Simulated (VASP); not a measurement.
Write the native input for VASP 6.6.1 that does the following.

- Task: single point
- Functional: r2SCAN
- Potentials or basis: VASP PAW PBE potentials, release 64 (Ga_d)
- Cutoff: 520 eV
- k mesh: 20 × 20 × 11
- Occupations: fermi-dirac, width 0.1 eV
- Spin: no spin polarisation
- Dipole correction: no
- Further INCAR settings: ALGO = Normal; EDIFF = 1e-07; NBANDS = 20

The system is Ga.

```xyz
2
Lattice="2.9762 0.0000 0.0000 -1.4881 2.5775 0.0000 0.0000 0.0000 4.6982" Properties=species:S:1:pos:R:3 pbc="T T T"
Ga    0.0000    1.7183    1.1746
Ga    1.4881    0.8592    3.5237
```

One way to write it, as run:

POSCAR

```
Ga
1.0
    2.9761992793      0.0000000000      0.0000000000
   -1.4880996397      2.5774641826      0.0000000000
    0.0000000000      0.0000000000      4.6982452607
Ga
2
Direct
    0.3333333333      0.6666666667      0.2500000000
    0.6666666667      0.3333333333      0.7500000000
```

INCAR.step1

```
ALGO = Normal
EDIFF = 1E-4
ENCUT = 520
GGA = PE
ISMEAR = -1
LASPH = T
LCHARG = F
LREAL = F
LWAVE = T
NBANDS = 20
NELM = 60
PREC = Accurate
SIGMA = 0.1
```

INCAR.step2

```
ALGO = Normal
EDIFF = 1E-7
ENCUT = 520
ISIF = 2
ISMEAR = -1
ISTART = 1
LASPH = T
LCHARG = T
LELF = T
LMIXTAU = T
LREAL = F
LVHAR = T
LWAVE = F
METAGGA = R2SCAN
NBANDS = 20
NELM = 60
PREC = Accurate
SIGMA = 0.1
```

KPOINTS

```
k-points
0
Gamma
  20 20 11
```

Potentials or basis: VASP PAW PBE potentials, release 64 (Ga_d).

The run is started by

```sh
$ cat potpaw_PBE.64/Ga_d/POTCAR > POTCAR
$ cp INCAR.step1 INCAR
$ mpirun -np 1 vasp_std > vasp.out
$ cp INCAR.step2 INCAR
$ mpirun -np 1 vasp_std > vasp.out
```

It gave:

The pressure is 0.1 GPa and the band gap on the k mesh is zero (band 13 reaches 10.38 eV, above the bottom of band 14 at 2.77 eV).

Caveat: the PAW data sets were made with another functional, which shifts forces and pressure a little.

It took 3.5 min on 1 thread of Intel(R) Xeon(R) 6975P-C (Granite Rapids), with other jobs on the host, peak memory 0.27 GiB.
